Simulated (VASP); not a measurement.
Set up this calculation in VASP 6.6.1, as the native input.

```yaml
Task: single point
Functional: LDA
Potentials_or_basis: VASP PAW LDA potentials, release 64 (Cr_pv)
Cutoff: 520 eV
k_mesh: 9 × 9 × 24
Occupations: gaussian, width 0.1 eV
Spin: no spin polarisation
Dipole_correction: no
Further_INCAR_settings: ALGO = Fast; EDIFF = 1e-07; NBANDS = 19
```

The structure of Cr lies in POSCAR:

```
Cr
1.0
    3.9621891203      0.0000000000      0.0000000000
    0.0000000000      3.9621889518     -0.0011554563
    0.0000000000      1.9806902388      1.3904779542
Cr
2
Direct
    0.5000000000      0.5000000000      0.0000000000
    0.0000000000      0.0000000000      0.0000000000
```

These files were run (other wordings do the same):

INCAR

```
ALGO     = Fast           # electronic algorithm
EDIFF    = 1E-7           # SCF threshold, eV
ENCUT    = 520            # plane-wave cutoff, eV
ISIF     = 2              # what is computed and relaxed
ISMEAR   = 0              # smearing method
LASPH    = True           # aspherical terms in the spheres
LCHARG   = False          # write CHGCAR
LREAL    = False          # projectors in reciprocal space
LWAVE    = False          # write WAVECAR
NBANDS   = 19             # bands
NELM     = 60             # most SCF steps
PREC     = Accurate       # precision mode
SIGMA    = 0.1            # smearing width, eV
```

KPOINTS

```
k-points
0
Gamma
  9 9 24
```

Potentials or basis: VASP PAW LDA potentials, release 64 (Cr_pv).

Launch:

```bash
$ cat potpaw_LDA.64/Cr_pv/POTCAR > POTCAR
$ mpirun -np 1 vasp_std > vasp.out
```

It gave:

* Pressure: -2.1 GPa
* Band gap on the k mesh: zero (band 12 reaches 12.94 eV, above the bottom of band 13 at 10.86 eV)

Caveat: the run has no spin polarisation, though such a crystal can be magnetic.

Wall time 3.6 min on 1 thread of Intel(R) Xeon(R) Platinum 8488C (Sapphire Rapids), with other jobs on the host, peak memory 0.28 GiB.
